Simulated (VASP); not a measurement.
As, 2 atoms in the cell. Symmetry: R-3m, No. 166, trigonal system. The conventional cell has a = 3.860 Å, b = 3.860 Å, c = 10.676 Å, α = 90.00°, β = 90.00°, γ = 120.00°. Within 3.4 Å of As (site symmetry 3m) lie 6 As at 2.58 to 3.17 Å. 

| Quantity | Value |
| --- | --- |
| Program | VASP 6.6.1 |
| Task | relaxation of shape and atoms at fixed volume |
| Functional | PBE |
| Dispersion | D3(BJ) |
| Potentials or basis | VASP PAW PBE potentials, release 64 (As) |
| Cutoff | 600 eV |
| k mesh | 12 × 12 × 12 |
| Occupations | gaussian, width 0.1 eV |
| Spin | no spin polarisation |
| Dipole correction | no |
| Further INCAR settings | ALGO = Normal; EDIFF = 1e-07; IBRION = 2; EDIFFG = -0.01; NSW = 50; ISIF = 4 |

Potentials or basis: VASP PAW PBE potentials, release 64 (As).

Run with:

```console
$ cat potpaw_PBE.64/As/POTCAR > POTCAR
$ mpirun -np 1 vasp_std > vasp.out
```

Hardware: 1 thread of Intel(R) Xeon(R) 6975P-C (Granite Rapids), on a shared host.

Task: Estimate the wall time of this run.

Result: Wall time 2.1 min on 1 thread of Intel(R) Xeon(R) 6975P-C (Granite Rapids) (shared host), peak memory 0.27 GiB. Counts: scf iterations 47, k points 189, ion steps 7.
